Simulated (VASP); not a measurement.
Here is a VASP 6.6.1 calculation.

INCAR

```
SYSTEM = B48HN48
  PREC = Accurate
  ENCUT = 520
  EDIFF = 1E-6
  ISMEAR = -1
  SIGMA = 0.05
  LREAL = Auto
  LASPH = .TRUE.
  NELM = 100
  ALGO = Normal
  ISIF = 2
  LWAVE = .FALSE.
  LCHARG = .FALSE.
  GGA = PS
  NBANDS = 246
  NELECT = 386.0
  ISYM = 0
```

Contents of KPOINTS:

```
Automatic mesh
0
Gamma
  1 1 1
  0.25 0.25 0.25
```

The input POSCAR:

```
B48HN48
1.0
    7.6229900000      0.0000000000      0.0000000000
    0.0000000000      8.8022710000      0.0000000000
    0.0000000000      0.0000000000      8.4065820000
B N H
48 48 1
Direct
    0.0000200000      0.1667860000      0.0015470000
    0.0008750000      0.1699600000      0.4987680000
    0.3328400000      0.1668210000      0.0011690000
    0.3329540000      0.1673940000      0.4999800000
    0.1663330000      0.4166120000      0.0018410000
    0.1635300000      0.4141770000      0.4987220000
    0.0004520000      0.6671990000      0.0008100000
    0.0005270000      0.6670130000      0.4990610000
    0.6664410000      0.1662600000      0.0010800000
    0.6669660000      0.1662100000      0.4992460000
    0.4992220000      0.4165250000      0.0015060000
    0.5012620000      0.4166220000      0.5003970000
    0.3327270000      0.6668260000      0.0002440000
    0.3322020000      0.6664580000      0.4989590000
    0.1665230000      0.9169820000      0.0003860000
    0.1669380000      0.9171340000      0.5000270000
    0.8335860000      0.4165320000      0.0026710000
    0.7907190000      0.4382280000      0.5170290000
    0.6663740000      0.6673910000      0.0013980000
    0.6669860000      0.6648250000      0.5008860000
    0.4996140000      0.9171300000      0.0007930000
    0.4996680000      0.9169130000      0.5000520000
    0.8332940000      0.9172300000      0.0008920000
    0.8330890000      0.9172200000      0.5000090000
    0.1664200000      0.0833510000      0.2512290000
    0.1661650000      0.0835000000      0.7501430000
    0.0013040000      0.3327100000      0.2551780000
    0.0007700000      0.3330010000      0.7513770000
    0.4996690000      0.0833570000      0.2508710000
    0.4995150000      0.0837310000      0.7502370000
    0.3329140000      0.3338400000      0.2517300000
    0.3314030000      0.3331810000      0.7516580000
    0.1663710000      0.5832810000      0.2506020000
    0.1662610000      0.5829010000      0.7498390000
    0.0001660000      0.8335390000      0.2505390000
    0.9998490000      0.8333850000      0.7500640000
    0.8335990000      0.0834320000      0.2509470000
    0.8338390000      0.0838950000      0.7500360000
    0.6668730000      0.3323760000      0.2503230000
    0.6662420000      0.3328390000      0.7539860000
    0.4987660000      0.5839420000      0.2497020000
    0.4992300000      0.5836380000      0.7511630000
    0.3329000000      0.8333650000      0.2503760000
    0.3329560000      0.8333740000      0.7500650000
    0.8345090000      0.5838840000      0.2500870000
    0.8336980000      0.5839620000      0.7540310000
    0.6662480000      0.8336670000      0.2511970000
    0.6663890000      0.8349410000      0.7516700000
    0.0000010000      0.1659220000      0.1874720000
    0.0003330000      0.1667640000      0.6879240000
    0.3331270000      0.1667320000      0.1880050000
    0.3328470000      0.1666170000      0.6879320000
    0.1670410000      0.4173000000      0.1875210000
    0.1660490000      0.4164970000      0.6880730000
    0.0008210000      0.6674570000      0.1864520000
    0.9999650000      0.6668930000      0.6878070000
    0.6665440000      0.1656540000      0.1867970000
    0.6666570000      0.1666140000      0.6880260000
    0.4995860000      0.4168210000      0.1873490000
    0.4967260000      0.4150520000      0.6907240000
    0.3325660000      0.6672950000      0.1864260000
    0.3328670000      0.6668550000      0.6873720000
    0.1667120000      0.9168300000      0.1873870000
    0.1665770000      0.9166830000      0.6876500000
    0.8333260000      0.4167750000      0.1885180000
    0.8355710000      0.4155880000      0.6961000000
    0.6662060000      0.6673090000      0.1872990000
    0.6666730000      0.6704100000      0.6908480000
    0.4994470000      0.9168620000      0.1875950000
    0.4994510000      0.9172560000      0.6878550000
    0.8333630000      0.9166630000      0.1877590000
    0.8334650000      0.9172450000      0.6877780000
    0.1676370000      0.0817390000      0.4378930000
    0.1665050000      0.0832900000      0.9378170000
    0.0083530000      0.3288200000      0.4343580000
    0.0004130000      0.3330450000      0.9394860000
    0.4992540000      0.0826670000      0.4378110000
    0.4994330000      0.0834850000      0.9377950000
    0.3331130000      0.3333520000      0.4379000000
    0.3323130000      0.3330410000      0.9388070000
    0.1662630000      0.5835080000      0.4372170000
    0.1663930000      0.5834050000      0.9373220000
    0.0006480000      0.8343810000      0.4375270000
    0.9998280000      0.8337750000      0.9374820000
    0.8337640000      0.0831670000      0.4375440000
    0.8332420000      0.0835410000      0.9377150000
    0.6617010000      0.3272310000      0.4326850000
    0.6658900000      0.3328810000      0.9398740000
    0.4956320000      0.5853840000      0.4336950000
    0.4995630000      0.5836020000      0.9381710000
    0.3327790000      0.8333490000      0.4374510000
    0.3330590000      0.8335390000      0.9373860000
    0.8369280000      0.5907920000      0.4323400000
    0.8334010000      0.5842830000      0.9397980000
    0.6655090000      0.8353910000      0.4375330000
    0.6663460000      0.8345100000      0.9386330000
    0.6677130000      0.5000640000      0.5707810000
```

Potentials or basis: VASP PAW PBE potentials, release 64 (B, N, H).

Launch:

```sh
$ cat potpaw_PBE.64/B/POTCAR potpaw_PBE.64/N/POTCAR potpaw_PBE.64/H/POTCAR > POTCAR
$ mpirun -np 1 vasp_std > vasp.out
```

(1) Estimate the largest force.

Results:

(1) 0.076 eV/Å.

Caveat: the cell carries a net charge on a neutralising background, which shifts energy and pressure; the PAW data sets were made with another functional, which shifts forces and pressure a little.
